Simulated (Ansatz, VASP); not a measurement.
# BP in VASP and in Ansatz

```
B P
1.0
     0.00000    2.25125    2.25125
     2.25125    0.00000    2.25125
     2.25125    2.25125    0.00000
B P
1 1
Direct
  0.00000 0.00000 0.00000
  0.25000 0.25000 0.25000
```

Alike in both runs: task single point; functional PBE; k mesh 8 × 8 × 8; no spin polarisation.

```csv
,VASP,Ansatz
version,VASP 6.6.1,Ansatz 0.2.0
potentials or method,"VASP PAW PBE potentials, release 64 (B, P)","plane waves, PAW"
plane-wave cutoff (eV),520,420
occupations,"gaussian, width 0.01 eV",fixed
valence electrons in the cell,8,8
```

|  | VASP | Ansatz | Ansatz less VASP |
| --- | --- | --- | --- |
| gap on the k mesh at the Fermi level (eV) | 1.24 | 1.24 | +0.004 |
| pressure (GPa) | 5.0 | 5.2 | +0.25 |
